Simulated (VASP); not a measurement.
Set up this calculation in VASP 6.6.1, as the native input.

```yaml
Task: single point
Functional: r2SCAN
Potentials_or_basis: VASP PAW PBE potentials, release 64 (Be)
Cutoff: 660 eV
k_mesh: 26 × 26 × 26
Occupations: gaussian, width 0.05 eV
Spin: no spin polarisation
Dipole_correction: no
Further_INCAR_settings: ALGO = Normal; EDIFF = 1e-06; NBANDS = 7
```

Be:

```
Be
1.0
    -1.19756    1.19756    1.19756
     1.19756   -1.19756    1.19756
     1.19756    1.19756   -1.19756
Be
1
Cartesian
  0.0000 0.0000 0.0000
```

This isn't the form of Be at room conditions, which is hcp.

These files were run (other wordings do the same):

POSCAR

```
Be
1.0
   -1.1975590408      1.1975590408      1.1975590408
    1.1975590408     -1.1975590408      1.1975590408
    1.1975590408      1.1975590408     -1.1975590408
Be
1
Direct
    0.0000000000      0.0000000000      0.0000000000
```

INCAR.step1

```
PREC = Accurate ; ENCUT = 660
ISMEAR = 0 ; SIGMA = 0.05
LREAL = False ; LASPH = True
NELM = 120 ; NBANDS = 7
GGA = PE ; ALGO = Normal
EDIFF = 1E-5 ; LWAVE = True
LCHARG = False ; GGA_COMPAT = False
```

INCAR.step2

```
PREC = Accurate ; ENCUT = 660
EDIFF = 1E-6 ; ISMEAR = 0
SIGMA = 0.05 ; LREAL = False
LASPH = True ; NELM = 120
ALGO = Normal ; ISIF = 2
LWAVE = False ; LCHARG = True
METAGGA = R2SCAN ; LMIXTAU = True
LELF = True ; LVHAR = True
NBANDS = 7 ; ISTART = 1
GGA_COMPAT = False
```

KPOINTS

```
regular mesh
0
Gamma
  26 26 26
```

Potentials or basis: VASP PAW PBE potentials, release 64 (Be).

Launch:

```console
$ cat potpaw_PBE.64/Be/POTCAR > POTCAR
$ cp INCAR.step1 INCAR
$ mpirun -np 1 vasp_std > vasp.out
$ cp INCAR.step2 INCAR
$ mpirun -np 1 vasp_std > vasp.out
```

It gave:

| Quantity | Value |
| --- | --- |
| Pressure | 20.3 GPa |
| Band gap on the k mesh | zero (bands 1 and 2 overlap by 6.44 eV) |

Caveat: the cell stands under pressure; the PAW data sets were made with another functional, which shifts forces and pressure a little.

Run time: 60 s on 1 thread of Intel(R) Xeon(R) Platinum 8375C CPU @ 2.90GHz (Ice Lake) (shared host), peak memory 0.14 GiB.
